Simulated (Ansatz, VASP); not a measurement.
## Sr: VASP beside Ansatz

Contents of INCAR:

```
SYSTEM = Sr
PREC = Accurate ; ENCUT = 520
EDIFF = 1E-6 ; ISMEAR = 1
SIGMA = 0.03 ; LREAL = .FALSE.
LASPH = .TRUE. ; NELM = 100
ALGO = Normal ; ISIF = 2
LWAVE = .FALSE. ; LCHARG = .FALSE.
GGA = PE ; NBANDS = 11
```

The input KPOINTS:

```
Automatic mesh
0
G
  9 9 9
  0 0 0
```

File POSCAR:

```
Sr
1.0
    0.0000000000      3.0191365063      3.0191365063
    3.0191365063      0.0000000000      3.0191365063
    3.0191365063      3.0191365063      0.0000000000
Sr
1
Direct
    0.0000000000      0.0000000000      0.0000000000
```

Input for Ansatz:

```yaml
crystal:
  lattice:
    - [0.0, 3.0191365063, 3.0191365063]
    - [3.0191365063, 0.0, 3.0191365063]
    - [3.0191365063, 3.0191365063, 0.0]
  atoms:
    - { symbol: Sr, position: [0.0, 0.0, 0.0] }
hamiltonian:
  xc: pbe
  pseudopotentials:
    kind: paw
    azcp:
      Sr: "pseudopotentials/Sr.paw.azcp"
basis:
  ecutwfc: 420
  fft_grid_basis: typed
kpoints:
  mp_grid: { grid: [9, 9, 9], shift: [0, 0, 0] }
magnetization:
  spin_polarized: false
scf:
  occupations: { method: methfessel_paxton, width: 0.03 }
  lower_state_search: "off"
output:
  stress: true
  write_density: true
  write_potential: true
  elf: true
  volumetric_format: npy
```

Alike in both runs: task single point; functional PBE; k mesh 9 × 9 × 9; occupations methfessel-paxton of order 1, width 0.03 eV; no spin polarisation.

```csv
,VASP,Ansatz
version,VASP 6.6.1,Ansatz 0.2.0
potentials or method,"VASP PAW PBE potentials, release 64 (Sr_sv), cutoff 520 eV","plane waves (420 eV) with PAW, scalar-relativistic"
valence electrons in the cell,10,10
```

|  | VASP | Ansatz | Ansatz less VASP |
| --- | --- | --- | --- |
| pressure (GPa) | -0.1 | -0.1 | -0.01 |
